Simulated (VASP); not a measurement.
# Pt (Fm-3m) in VASP: notebook

Pt is run at these levels: PBEsol; tasks: relaxation of cell and atoms.

All numbers are computed with VASP 6.6.1; they aren't measurements. Logs are shortened: lines on timing, memory, paths and dates and some standing lists are left out, and cuts for length are marked.

## Step 1: The cell of the first run

The structure is cubic, space group Fm-3m (No. 225). Conventional cell: a = 3.920 Å, b = 3.920 Å, c = 3.920 Å, α = 90.00°, β = 90.00°, γ = 90.00°. Pt (site symmetry m-3m) has 12 Pt at 2.77 Å within 3.7 Å.

## Step 2: Relaxation of cell and atoms, PBEsol, target pressure 20 GPa, at which the enthalpy is minimised

Input file INCAR:

```
SYSTEM = Pt
  ALGO = Normal
  EDIFF = 1E-7
  EDIFFG = -0.02
  ENCUT = 500
  GGA = PS
  GGA_COMPAT = .False.
  IBRION = 2
  ISIF = 3
  ISMEAR = -1
  LASPH = .True.
  LCHARG = .False.
  LREAL = .False.
  LWAVE = .False.
  NELM = 120
  NELMIN = 4
  NSW = 80
  PREC = Accurate
  PSTRESS = 200.0
  SIGMA = 0.1
```

Input file KPOINTS:

```
k-points
0
Gamma
  10 10 10
  0 0 0
```

Input file POSCAR:

```
Pt
1.0
    0.0000000000      1.9600000000      1.9600000000
    1.9600000000      0.0000000000      1.9600000000
    1.9600000000      1.9600000000      0.0000000000
Pt
1
Direct
    0.0000000000      0.0000000000      0.0000000000
```

Potentials or basis: VASP PAW PBE potentials, release 64 (Pt).

Launch:

```sh
> cat potpaw_PBE.64/Pt/POTCAR > POTCAR
> mpirun -np 1 vasp_std > vasp.out
```

OUTCAR:

```text
SYSTEM = Pt
   EDIFF = 1E-7
   EDIFFG = -0.02
   ENCUT = 500
   GGA = PS
   IBRION = 2
   ISIF = 3
   ISMEAR = -1
   LASPH = .True.
   LREAL = .False.
   NELM = 120
   NELMIN = 4
   NSW = 80
   PREC = Accurate
   PSTRESS = 200.0

 ion  position               nearest neighbor table
   1  0.000  0.000  0.000-

  LATTYP: Found a face centered cubic cell.
 ALAT       =     3.9200000000

  Lattice vectors:

 A1 = (   0.0000000000,   1.9600000000,   1.9600000000)
 A2 = (   1.9600000000,   0.0000000000,   1.9600000000)
 A3 = (   1.9600000000,   1.9600000000,   0.0000000000)

Analysis of symmetry for initial positions (statically):
=====================================================================
 Subroutine PRICEL returns:
 Original cell was already a primitive cell.

 Routine SETGRP: Setting up the symmetry group for a
 face centered cubic supercell.

 Subroutine GETGRP returns: Found 48 space group operations
 (whereof 48 operations were pure point group operations)
 out of a pool of 48 trial point group operations.

The static configuration has the point symmetry O_h .

Analysis of symmetry for dynamics (positions and initial velocities):
=====================================================================
 Subroutine PRICEL returns:
 Original cell was already a primitive cell.

 Routine SETGRP: Setting up the symmetry group for a
 face centered cubic supercell.

 Subroutine GETGRP returns: Found 48 space group operations
 (whereof 48 operations were pure point group operations)
 out of a pool of 48 trial point group operations.

The dynamic configuration has the point symmetry O_h .

 Subroutine INISYM returns: Found 48 space group operations
 (whereof 48 operations are pure point group operations),
 and found     1 'primitive' translations

----------------------------------------------------------------------------------------

                                     Primitive cell

  volume of cell :      15.0591

  direct lattice vectors                    reciprocal lattice vectors
     0.000000000  1.960000000  1.960000000    -0.255102041  0.255102041  0.255102041
     1.960000000  0.000000000  1.960000000     0.255102041 -0.255102041  0.255102041
     1.960000000  1.960000000  0.000000000     0.255102041  0.255102041 -0.255102041

  length of vectors
     2.771858582  2.771858582  2.771858582     0.441849696  0.441849696  0.441849696

  position of ions in fractional coordinates (direct lattice)
     0.000000000  0.000000000  0.000000000

  ion indices of the primitive-cell ions
   primitive index   ion index
                 1           1

----------------------------------------------------------------------------------------

 KPOINTS: k-points

Automatic generation of k-mesh.
 Grid dimensions read from file:
 generate k-points for:   10   10   10

 Generating k-lattice:

  Cartesian coordinates                     Fractional coordinates (reciprocal lattice)
    -0.025510204  0.025510204  0.025510204     0.100000000  0.000000000  0.000000000
     0.025510204 -0.025510204  0.025510204     0.000000000  0.100000000  0.000000000
     0.025510204  0.025510204 -0.025510204     0.000000000  0.000000000  0.100000000

  Length of vectors
     0.044184970  0.044184970  0.044184970

  Shift w.r.t. Gamma in fractional coordinates (k-lattice)
     0.000000000  0.000000000  0.000000000

 Subroutine IBZKPT returns following result:
 ===========================================

 Found     47 irreducible k-points:

 Following reciprocal coordinates:
            Coordinates               Weight
  0.000000  0.000000  0.000000      1.000000
  0.100000  0.000000  0.000000      8.000000
  0.200000  0.000000  0.000000      8.000000
  0.300000  0.000000  0.000000      8.000000
  0.400000  0.000000  0.000000      8.000000
  0.500000  0.000000  0.000000      4.000000
[... 16 lines left out ...]
  0.300000  0.300000  0.000000      6.000000
  0.400000  0.300000  0.000000     24.000000
 [... further k-points ...]
   k-points           NKPTS =     47   k-points in BZ     NKDIM =     47   number of bands    NBANDS=      9
   number of dos      NEDOS =    301   number of ions     NIONS =      1
   total plane-waves  NPLWV =   8000
   dimension x,y,z NGX =    20 NGY =   20 NGZ =   20
   dimension x,y,z NGXF=    40 NGYF=   40 NGZF=   40
   ions per type =               1
   NGX,Y,Z   is equivalent  to a cutoff of  12.00, 12.00, 12.00 a.u.
   NGXF,Y,Z  is equivalent  to a cutoff of  23.99, 23.99, 23.99 a.u.
 SYSTEM =  Pt
   PREC   = accura    normal or accurate (medium, high low for compatibility)
   ISTART =      0    job   : 0-new  1-cont  2-samecut
   ICHARG =      2    charge: 1-file 2-atom 10-const
   ISPIN  =      1    spin polarized calculation?
   LNONCOLLINEAR =      F non collinear calculations
   LSORBIT =      F    spin-orbit coupling
   LASPH  =      T    aspherical Exc in radial PAW
   ENCUT  =  500.0 eV  36.75 Ry    6.06 a.u.   5.05  5.05  5.05*2*pi/ulx,y,z
   NELM   =    120;   NELMIN=  4; NELMDL= -5     # of ELM steps
   EDIFF  = 0.1E-06   stopping-criterion for ELM
   LREAL  =      F    real-space projection
   EDIFFG = -.2E-01   stopping-criterion for IOM
   NSW    =     80    number of steps for IOM
   IBRION =      2    ionic relax: 0-MD 1-quasi-New 2-CG
   NFREE  =      1    steps in history (QN), initial steepest desc. (CG)
   ISIF   =      3    stress and relaxation
   ISYM   =      2    0-nonsym 1-usesym 2-fastsym
   POTIM  = 0.5000    time-step for ionic-motion
   TEBEG  =    0.0;   TEEND  =   0.0 temperature during run
   PSTRESS=  200.0 pullay stress
   NELECT =      10.0000    total number of electrons
   NUPDOWN=      -1.0000    fix difference up-down
   EMIN   =  10.00;   EMAX   =-10.00  energy-range for DOS
   EFERMI =   0.00;   METHOD = LEGACY
   ISMEAR =    -1;   SIGMA  =   0.10  broadening in eV -4-tet -1-fermi 0-gaus
   EFERMI_NEDOS =   21; number of points for ismear=-14 and -15
   IALGO  =     38    algorithm
   IMIX   =      4    mixing-type and parameters
     AMIX     =   0.40;   BMIX     =  1.00
     AMIX_MAG =   1.60;   BMIX_MAG =  1.00
  volume/ion in A,a.u.               =      15.06       101.62
  Fermi-wavevector in a.u.,A,eV,Ry     =   1.428265  2.699029 27.755077  2.039941
  Thomas-Fermi vector in A             =   2.548345
   LORBIT       =      0    0 simple, 1 ext, 2 COOP (PROOUT), +10 PAW based schemes
   GGA     = PS    functional components
   LHFCALC =     F    Hartree Fock is set to
   AEXX    =    0.0000 exact exchange contribution
   IVDW    =     0    specifies the selected vdW correction
   LEPSILON=     F    determine dielectric tensor
   LRPA    =     F    only Hartree local field effects (RPA)
 conjugate gradient relaxation of ions
 non-spin polarized calculation
  energy-cutoff  :      500.00
  volume of cell :       15.06
 maximum number of plane-waves:       392
   NGX = 11   NGY = 11   NGZ = 11

--------------------------------------- Ionic step        1  -------------------------------------------

 number of electron      10.0000001 magnetization

 Free energy of the ion-electron system (eV)
  ---------------------------------------------------
  ext. energy  EPLUGINS =         0.00000000
  ---------------------------------------------------
  free energy    TOTEN  =        -6.97439831 eV

  energy without entropy =       -6.91845595  energy(sigma->0) =       -6.94642713

------------------------ aborting loop because EDIFF is reached ----------------------------------------

  FORCE on cell =-STRESS in cart. coord.  units (eV):
  Direction    XX          YY          ZZ          XY          YZ          ZX
  --------------------------------------------------------------------------------------
  -------------------------------------------------------------------------------------
  Total       -0.0197904     -0.0197904     -0.0197904     -0.0000000      0.0000000      0.0000000
  in kB       -2.1055578     -2.1055578     -2.1055578     -0.0000000      0.0000000      0.0000000
  external PRESSURE =    -202.1055578 kB  Pullay stress =     200.0000000 kB
[... 133 lines left out ...]
  enthalpy is  TOTEN    =        -5.1534459251 eV   P V=        1.7733054230

--------------------------------------- Ionic step        5  -------------------------------------------

 number of electron       9.9999999 magnetization

 Free energy of the ion-electron system (eV)
  ---------------------------------------------------
  ext. energy  EPLUGINS =         0.00000000
  ---------------------------------------------------
  free energy    TOTEN  =        -6.92357268 eV

  energy without entropy =       -6.87255471  energy(sigma->0) =       -6.89806369

 E-fermi :  12.3545     XC(G=0): -13.9949

 val. band max:       12.2805985616   @ k =   0.4000   0.3000   0.0000
 cond. band min:      12.3611235760   @ k =   0.5000   0.5000   0.0000
 fundamental gap:      0.0805250144
 Fermi energy:        12.3545459874

 k-point     1 :       0.0000    0.0000    0.0000
  band No.  band energies     occupation
      1       1.3128      2.00000
      2       8.1251      2.00000
      3       8.1251      2.00000
      4       8.1251      2.00000
      5      10.5323      2.00000
      6      10.5323      2.00000
      7      26.7531      0.00000
      8      32.0615      0.00000
      9      32.0615      0.00000
[... 265 lines left out ...]
 k-point    24 :       0.4000    0.3000    0.0000
  band No.  band energies     occupation
      1       5.0430      2.00000
      2       5.7060      2.00000
      3       9.3887      2.00000
      4      10.8659      2.00000
      5      12.2806      1.35376
      6      12.5147      0.33546
      7      24.7083      0.00000
      8      27.0285      0.00000
      9      27.7162      0.00000

 [... further k-points ...]

------------------------ aborting loop because EDIFF is reached ----------------------------------------

  FORCE on cell =-STRESS in cart. coord.  units (eV):
  Direction    XX          YY          ZZ          XY          YZ          ZX
  --------------------------------------------------------------------------------------
  -------------------------------------------------------------------------------------
  Total        1.7704964      1.7704964      1.7704964     -0.0000000      0.0000000      0.0000000
  in kB      200.0482787    200.0482787    200.0482787     -0.0000000      0.0000000      0.0000000
  external PRESSURE =       0.0482787 kB  Pullay stress =     200.0000000 kB
[... 16 lines left out ...]
  FREE ENERGIE OF THE ION-ELECTRON SYSTEM (eV)
  ---------------------------------------------------
  free  energy   TOTEN  =        -6.9235726769 eV

  energy  without entropy=       -6.8725547076  energy(sigma->0) =       -6.89806369

  enthalpy is  TOTEN    =        -5.1535035225 eV   P V=        1.7700691544

 reached required accuracy - stopping structural energy minimisation
```

Wall time 15 s (1 thread of Intel Xeon Platinum 8375C at 2.90GHz (Ice Lake), shared host); peak memory 0.14 GiB.

Results:

| Property | Result |
| --- | --- |
| Free energy | -6.9236 eV |
| Relaxed volume | 14.18 Å³/atom |
| Relaxed cell | a = 2.717 Å, b = 2.717 Å, c = 2.717 Å, α = 60.00°, β = 60.00°, γ = 60.00° |
| Space group after relaxing (to 0.1 Å) | Fm-3m (No. 225) |
| Energy change on relaxing (the run minimises the enthalpy) | +50.8 meV/atom |
| Ionic steps | 5 |
| Pressure after relaxing | 20.0 GPa |
| Band gap on the k mesh | zero (bands 5 and 6 overlap by 2.46 eV) |

Step by step:
```
step  energy change (eV)  largest force (eV/Å)  pressure (GPa)  volume (Å³)
   1              0.0000                0.0000           -0.21        15.06
   2              1.5427                0.0000          176.68        11.29
   3              0.0410                0.0000           17.75        14.26
   4              0.0476                0.0000           19.29        14.21
   5              0.0508                0.0000           20.00        14.18
```

Final structure:
```
CELL_PARAMETERS angstrom
0.00000 1.92109 1.92109
1.92109 0.00000 1.92109
1.92109 1.92109 0.00000
ATOMIC_POSITIONS crystal
Pt 0.00000 0.00000 0.00000
```

Levels at points of the mesh, in eV from the Fermi level:
```
           k point  band 3  band 4  band 5  band 6  band 7  band 8
(0.00, 0.00, 0.00)   -4.23   -4.23   -1.82   -1.82   14.40   19.71
(0.50, 0.00, 0.00)   -4.31   -0.84    0.04    0.04    6.27   13.97
(0.50, 0.50, 0.00)    0.01    0.54    0.54    1.56    9.50   11.50
```

Caveat: the cell is relaxed towards a set pressure, so the run minimises the enthalpy, not the energy; the PAW data sets were made with another functional, which shifts forces and pressure a little; spin-orbit coupling is left out, which moves the levels of the heavy elements.

## Step 3: Relaxation of cell and atoms, PBEsol, target pressure 30 GPa, at which the enthalpy is minimised

Changes to INCAR since step 2:

```diff
@@ -18,3 +18,3 @@
   PREC = Accurate
-  PSTRESS = 200.0
+  PSTRESS = 300.0
   SIGMA = 0.1
```

KPOINTS is that of step 2.

POSCAR is that of step 2.

Potentials or basis: VASP PAW PBE potentials, release 64 (Pt).

Launch:

```sh
> cat potpaw_PBE.64/Pt/POTCAR > POTCAR
> mpirun -np 1 vasp_std > vasp.out
```

It took 16 s on 1 thread of Intel Xeon Platinum 8375C at 2.90GHz (Ice Lake), shared host; peak memory 0.14 GiB.

Results (log left out):

```yaml
Free_energy: -6.8711 eV
Relaxed_volume: 13.84 Å³/atom
Relaxed_cell: a = 2.695 Å, b = 2.695 Å, c = 2.695 Å, α = 60.00°, β = 60.00°, γ = 60.00°
Space_group_after_relaxing_to_0.1_Å: Fm-3m (No. 225)
Energy_change_on_relaxing_the_run_minimises_the_enthalpy: +103.3 meV/atom
Ionic_steps: 5
Pressure_after_relaxing: 30.0 GPa
Band_gap_on_the_k_mesh: zero (bands 5 and 6 overlap by 2.56 eV)
```

Step by step:
```
step  energy change (eV)  largest force (eV/Å)  pressure (GPa)  volume (Å³)
   1              0.0000                0.0000           -0.21        15.06
   2              4.2983                0.0000          399.58         9.68
   3              0.0728                0.0000           24.53        14.02
   4              0.0895                0.0000           27.61        13.92
   5              0.1033                0.0000           30.01        13.84
```

Final structure:
```cif
data_structure
_symmetry_space_group_name_H-M 'P 1'
_symmetry_Int_Tables_number 1
_cell_length_a 2.6951
_cell_length_b 2.6951
_cell_length_c 2.6951
_cell_angle_alpha 60.000
_cell_angle_beta 60.000
_cell_angle_gamma 60.000
_cell_volume 13.84
loop_
_atom_site_label
_atom_site_type_symbol
_atom_site_fract_x
_atom_site_fract_y
_atom_site_fract_z
_atom_site_occupancy
Pt1 Pt 0.00000 0.00000 0.00000 1
```

Levels at points of the mesh, in eV from the Fermi level:
| k point | band 1 | band 2 | band 3 | band 4 | band 5 | band 6 | band 7 | band 8 | band 9 |
| --- | --- | --- | --- | --- | --- | --- | --- | --- | --- |
| (0.00, 0.00, 0.00) | -11.33 | -4.40 | -4.40 | -4.40 | -1.89 | -1.89 | 14.30 | 19.75 | 19.75 |
| (0.50, 0.00, 0.00) | -8.35 | -4.48 | -4.48 | -0.94 | 0.04 | 0.04 | 6.48 | 13.89 | 19.48 |
| (0.50, 0.50, 0.00) | -8.15 | -7.64 | 0.01 | 0.57 | 0.57 | 1.52 | 9.79 | 11.57 | 11.57 |

Caveat: the cell is relaxed towards a set pressure, so the run minimises the enthalpy, not the energy; the PAW data sets were made with another functional, which shifts forces and pressure a little; spin-orbit coupling is left out, which moves the levels of the heavy elements.
